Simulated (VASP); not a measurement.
# SiO2 (P6_222) in VASP: a series of runs

The runs below take SiO2 through single point, with PBE.

All numbers are computed with VASP 6.6.1; they aren't measurements. Logs are shortened: lines on timing, memory, paths and dates and some standing lists are left out, and cuts for length are marked.

## 1. The cell of the first run

The structure is hexagonal, space group P6_222 (No. 180). The conventional cell has a = 5.010 Å, b = 5.010 Å, c = 5.470 Å, α = 90.00°, β = 90.00°, γ = 120.00°. Within 2.1 Å of Si (site symmetry 222) lie 4 O at 1.58 Å. Within 2.1 Å of O (site symmetry 2) lie 2 Si at 1.58 Å.

## 2. Single point, PBE

INCAR reads:

```
ALGO     = Normal         # electronic algorithm
EDIFF    = 1E-7           # SCF threshold, eV
ENCUT    = 520            # plane-wave cutoff, eV
GGA      = PE             # functional
ISIF     = 2              # what is computed and relaxed
ISMEAR   = -1             # smearing method
LASPH    = T              # aspherical terms in the spheres
LCHARG   = F              # write CHGCAR
LREAL    = F              # projectors in reciprocal space
LWAVE    = F              # write WAVECAR
NBANDS   = 34             # bands
NELM     = 80             # most SCF steps
PREC     = Accurate       # precision mode
SIGMA    = 0.03           # smearing width, eV
```

KPOINTS reads:

```
k-points
0
Gamma
  5 5 4
```

POSCAR reads:

```
SiO2
1.0
    5.0100011800      0.0000000000      0.0000000000
   -2.5050005900      4.3387883000      0.0000000000
    0.0000000000      0.0000000000      5.4700000000
Si O
3 6
Direct
    0.5000000000      0.0000000000      0.0000000000
    0.5000000000      0.5000000000      0.3333333300
    0.0000000000      0.5000000000      0.6666666700
    0.4246000000      0.2123000000      0.1666666700
    0.2123000000      0.4246000000      0.5000000000
    0.7877000000      0.2123000000      0.8333333300
    0.5754000000      0.7877000000      0.1666666700
    0.7877000000      0.5754000000      0.5000000000
    0.2123000000      0.7877000000      0.8333333300
```

Potentials or basis: VASP PAW PBE potentials, release 64 (Si, O).

On the command line:

```bash
> cat potpaw_PBE.64/Si/POTCAR potpaw_PBE.64/O/POTCAR > POTCAR
> mpirun -np 1 vasp_std > vasp.out
```

OUTCAR:

```text
EDIFF = 1E-7
   ENCUT = 520
   GGA = PE
   ISIF = 2
   ISMEAR = -1
   LASPH = T
   LREAL = F
   NELM = 80
   PREC = Accurate

 ion  position               nearest neighbor table
   1  0.500  0.000  0.000-   4 1.58   6 1.58   7 1.58   9 1.58   2 3.10   3 3.10   2 3.10   3 3.10

   2  0.500  0.500  0.333-   4 1.58   7 1.58   5 1.58   8 1.58   1 3.10   1 3.10   3 3.10   3 3.10

   3  0.000  0.500  0.667-   6 1.58   9 1.58   8 1.58   5 1.58   1 3.10   1 3.10   2 3.10   2 3.10

   4  0.425  0.212  0.167-   2 1.58   1 1.58
   5  0.212  0.425  0.500-   2 1.58   3 1.58
   6  0.788  0.212  0.833-   3 1.58   1 1.58
   7  0.575  0.788  0.167-   2 1.58   1 1.58
   8  0.788  0.575  0.500-   2 1.58   3 1.58
   9  0.212  0.788  0.833-   3 1.58   1 1.58

  LATTYP: Found a hexagonal cell.
 ALAT       =     5.0100011800
 C/A-ratio  =     1.0918161101

  Lattice vectors:

 A1 = (   5.0100011800,   0.0000000000,   0.0000000000)
 A2 = (  -2.5050005900,   4.3387883000,   0.0000000000)
 A3 = (   0.0000000000,   0.0000000000,   5.4700000000)

Analysis of symmetry for initial positions (statically):
=====================================================================
 Subroutine PRICEL returns:
 Original cell was already a primitive cell.

 Routine SETGRP: Setting up the symmetry group for a
 hexagonal supercell.

 Subroutine GETGRP returns: Found 12 space group operations
 (whereof  4 operations were pure point group operations)
 out of a pool of 24 trial point group operations.

The static configuration has the point symmetry D_2 .
 The point group associated with its full space group is D_6 .

Analysis of symmetry for dynamics (positions and initial velocities):
=====================================================================
 Subroutine PRICEL returns:
 Original cell was already a primitive cell.

 Routine SETGRP: Setting up the symmetry group for a
 hexagonal supercell.

 Subroutine GETGRP returns: Found 12 space group operations
 (whereof  4 operations were pure point group operations)
 out of a pool of 24 trial point group operations.

[... 104 lines left out ...]
   NELM   =     80;   NELMIN=  2; NELMDL= -5     # of ELM steps
   EDIFF  = 0.1E-06   stopping-criterion for ELM
   LREAL  =      F    real-space projection
   EDIFFG = 0.1E-05   stopping-criterion for IOM
   NSW    =      0    number of steps for IOM
   IBRION =     -1    ionic relax: 0-MD 1-quasi-New 2-CG
   NFREE  =      0    steps in history (QN), initial steepest desc. (CG)
   ISIF   =      2    stress and relaxation
   ISYM   =      2    0-nonsym 1-usesym 2-fastsym
   POTIM  = 0.5000    time-step for ionic-motion
   TEBEG  =    0.0;   TEEND  =   0.0 temperature during run
   PSTRESS=    0.0 pullay stress
   NELECT =      48.0000    total number of electrons
   NUPDOWN=      -1.0000    fix difference up-down
   EMIN   =  10.00;   EMAX   =-10.00  energy-range for DOS
   EFERMI =   0.00;   METHOD = LEGACY
   ISMEAR =    -1;   SIGMA  =   0.03  broadening in eV -4-tet -1-fermi 0-gaus
   EFERMI_NEDOS =   21; number of points for ismear=-14 and -15
   IALGO  =     38    algorithm
   IMIX   =      4    mixing-type and parameters
     AMIX     =   0.40;   BMIX     =  1.00
     AMIX_MAG =   1.60;   BMIX_MAG =  1.00
  volume/ion in A,a.u.               =      13.21        89.16
  Fermi-wavevector in a.u.,A,eV,Ry     =   1.209922  2.286421 19.917722  1.463911
  Thomas-Fermi vector in A             =   2.345485
   LORBIT       =      0    0 simple, 1 ext, 2 COOP (PROOUT), +10 PAW based schemes
   GGA     = PE    functional components
   LHFCALC =     F    Hartree Fock is set to
   AEXX    =    0.0000 exact exchange contribution
   IVDW    =     0    specifies the selected vdW correction
   LEPSILON=     F    determine dielectric tensor
   LRPA    =     F    only Hartree local field effects (RPA)
 non-spin polarized calculation
  energy-cutoff  :      520.00
  volume of cell :      118.90
 maximum number of plane-waves:      3248
 NGX is ok and might be reduce to    40
   NGX = 19   NGY = 19   NGZ = 21

 number of electron      48.0000040 magnetization

 Free energy of the ion-electron system (eV)
  ---------------------------------------------------
  ext. energy  EPLUGINS =         0.00000000
  ---------------------------------------------------
  free energy    TOTEN  =       -70.72279296 eV

  energy without entropy =      -70.72279296  energy(sigma->0) =      -70.72279296

 E-fermi :   1.4930     XC(G=0):  -8.8255

 val. band max:        0.7776890686   @ k =   0.0000   0.0000   0.5000
 cond. band min:       6.7275035809   @ k =   0.0000   0.0000   0.0000
 fundamental gap:      5.9498145124
 Fermi energy:         1.4930244651

 k-point     1 :       0.0000    0.0000    0.0000
  band No.  band energies     occupation
      1     -18.9050      2.00000
      2     -17.3650      2.00000
      3     -17.3650      2.00000
      4     -16.7928      2.00000
      5     -16.6411      2.00000
      6     -16.6411      2.00000
[... 544 lines left out ...]
     33      12.1638      0.00000
     34      12.6924      0.00000

------------------------ aborting loop because EDIFF is reached ----------------------------------------

  FORCE on cell =-STRESS in cart. coord.  units (eV):
  Direction    XX          YY          ZZ          XY          YZ          ZX
  --------------------------------------------------------------------------------------
  -------------------------------------------------------------------------------------
  Total       10.5089382     10.5089382     10.5101506      0.0000000     -0.0000000      0.0000000
  in kB      141.6040928    141.6040932    141.6204290      0.0000000     -0.0000000      0.0000000
  external PRESSURE =     141.6095383 kB  Pullay stress =       0.0000000 kB

 VOLUME and BASIS-vectors are now :
 -----------------------------------------------------------------------------
  energy-cutoff  :      520.00
  volume of cell :      118.90
      direct lattice vectors                 reciprocal lattice vectors
     5.010001180  0.000000000  0.000000000     0.199600751  0.115239547  0.000000000
    -2.505000590  4.338788300  0.000000000     0.000000000  0.230479095  0.000000000
     0.000000000  0.000000000  5.470000000     0.000000000  0.000000000  0.182815356

 POSITION                                       TOTAL-FORCE (eV/Angst)
 -----------------------------------------------------------------------------------
      2.50500      0.00000      0.00000         0.000000      0.000000     -0.000000
      1.25250      2.16939      1.82333         0.000000      0.000000     -0.000000
     -1.25250      2.16939      3.64667         0.000000      0.000000     -0.000000
      1.59543      0.92112      0.91167        -0.730780     -0.421916      0.000000
      0.00000      1.84225      2.73500         0.000000     -0.843832      0.000000
      3.41457      0.92112      4.55833         0.730780     -0.421916      0.000000
      0.90957      3.41766      0.91167         0.730780      0.421916      0.000000
      2.50500      2.49654      2.73500         0.000000      0.843832      0.000000
     -0.90957      3.41766      4.55833        -0.730780      0.421916     -0.000000
 -----------------------------------------------------------------------------------
    total drift:                                0.000000     -0.000000      0.000068

  FREE ENERGIE OF THE ION-ELECTRON SYSTEM (eV)
  ---------------------------------------------------
  free  energy   TOTEN  =       -70.7227929559 eV

  energy  without entropy=      -70.7227929559  energy(sigma->0) =      -70.72279296
```

OSZICAR:

```text
N       E                     dE             d eps       ncg     rms          rms(c)
DAV:   1     0.293660109880E+03    0.29366E+03   -0.25103E+04  1020   0.130E+03
DAV:   2    -0.615162564924E+02   -0.35518E+03   -0.34325E+03  1306   0.309E+02
DAV:   3    -0.809312771354E+02   -0.19415E+02   -0.19330E+02  1304   0.763E+01
DAV:   4    -0.811402682891E+02   -0.20899E+00   -0.20879E+00  1288   0.893E+00
DAV:   5    -0.811432226236E+02   -0.29543E-02   -0.29525E-02  1294   0.105E+00    0.274E+01
DAV:   6    -0.707664668323E+02    0.10377E+02   -0.36095E+01  1174   0.323E+01    0.132E+01
DAV:   7    -0.707269895201E+02    0.39477E-01   -0.12336E+00  1256   0.521E+00    0.464E+00
DAV:   8    -0.707119087585E+02    0.15081E-01   -0.70084E-02  1270   0.180E+00    0.175E+00
DAV:   9    -0.707206928272E+02   -0.87841E-02   -0.33749E-02  1168   0.117E+00    0.327E-01
DAV:  10    -0.707227140155E+02   -0.20212E-02   -0.27145E-03  1142   0.282E-01    0.868E-02
DAV:  11    -0.707227749682E+02   -0.60953E-04   -0.45811E-04  1280   0.134E-01    0.128E-02
DAV:  12    -0.707227895369E+02   -0.14569E-04   -0.17818E-05  1190   0.244E-02    0.117E-02
DAV:  13    -0.707227926031E+02   -0.30663E-05   -0.46083E-06  1200   0.124E-02    0.588E-03
DAV:  14    -0.707227929245E+02   -0.32138E-06   -0.53668E-07  1240   0.411E-03    0.135E-03
DAV:  15    -0.707227929559E+02   -0.31375E-07   -0.21096E-08   880   0.932E-04
   1 F= -.70722793E+02 E0= -.70722793E+02  d E =-.716317E-11
```

stdout:

```text
POSCAR found type information on POSCAR SiO
 POSCAR found :  2 types and       9 ions
 scaLAPACK will be used
 LDA part: xc-table for (Slater+PW92), standard interpolation
 POSCAR, INCAR and KPOINTS ok, starting setup
 FFT: planning ... GRIDC
 FFT: planning ... GRID_SOFT
 FFT: planning ... GRID
 WAVECAR not read
 entering main loop
```

Run time: 88 s. Hardware: 1 thread of Intel Xeon 8259CL, shared host; peak memory 0.25 GiB.

Results:

* Free energy: -70.7228 eV
* Pressure: 14.2 GPa
* Largest force: 0.844 eV/Å
* Band gap on the k mesh: 5.95 eV (least direct gap 6.18 eV)

Forces on the atoms (eV/Å):
```
Si   0.000  0.000  0.000
Si   0.000  0.000  0.000
Si   0.000  0.000  0.000
O   -0.731 -0.422  0.000
O    0.000 -0.844  0.000
O    0.731 -0.422  0.000
O    0.731  0.422  0.000
O    0.000  0.844  0.000
O   -0.731  0.422  0.000
```

Caveat: the cell stands under pressure; an odd mesh through Γ misses points on the zone boundary, where band edges can lie.

(Continued in part 2 of 2.)
